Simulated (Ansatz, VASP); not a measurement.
# KBr in VASP and in Ansatz

The input INCAR:

```
SYSTEM = KBr
PREC     = Accurate       ! precision mode
ENCUT    = 500            ! plane-wave cutoff, eV
EDIFF    = 1E-6           ! SCF threshold, eV
ISMEAR   = 1              ! smearing method
SIGMA    = 0.02           ! smearing width, eV
LREAL    = .FALSE.        ! projectors in reciprocal space
LASPH    = .TRUE.         ! aspherical terms in the spheres
NELM     = 120            ! most SCF steps
ALGO     = Normal         ! electronic algorithm
ISIF     = 2              ! what is computed and relaxed
LWAVE    = .FALSE.        ! write WAVECAR
LCHARG   = .FALSE.        ! write CHGCAR
GGA      = RE             ! functional
NBANDS   = 15             ! bands
GGA_COMPAT= .FALSE.
```

KPOINTS

```
Automatic mesh
0
G
  4 4 4
  0 0 0
```

POSCAR

```
KBr
1.0
    3.9039553612      0.0000000000      0.0000000000
    0.0000000000      3.9039553612      0.0000000000
    0.0000000000      0.0000000000      3.9039553612
K Br
1 1
Direct
    0.0000000000      0.0000000000      0.0000000000
    0.5000000000      0.5000000000      0.5000000000
```

Input for Ansatz:

```yaml
crystal:
  lattice:
    - [3.903955361163479, 0.0, 0.0]
    - [0.0, 3.903955361163479, 0.0]
    - [0.0, 0.0, 3.903955361163479]
  atoms:
    - { symbol: K, position: [0.0, 0.0, 0.0] }
    - { symbol: Br, position: [0.5, 0.5, 0.5] }
basis:
  ecutwfc: 530.0
  ecutrho_ratio: 8
kpoints:
  mp_grid:
    grid: [4, 4, 4]
hamiltonian:
  xc: revpbe
  pseudopotentials:
    kind: paw
scf:
  max_iter: 80
  n_extra_bands: 16
  occupations:
    method: methfessel_paxton
    width: 0.02
output:
  stress: true
```

Alike in both runs: task single point; functional revPBE; k mesh 4 × 4 × 4; occupations methfessel-paxton of order 1, width 0.02 eV; no spin polarisation.

|  | VASP | Ansatz |
| --- | --- | --- |
| version | VASP 6.6.1 | Ansatz 0.2.0 |
| potentials or method | VASP PAW PBE potentials, release 64 (K_sv, Br), cutoff 500 eV | plane waves, PAW |
| valence electrons in the cell | 16 | 16 |

```csv
,VASP,Ansatz,Ansatz less VASP
pressure (GPa),3.6,3.6,-0.06
```

VASP's potentials were made for PBE, not for revPBE. The functional is the same, so the differences come from potentials, cutoffs and numerics.
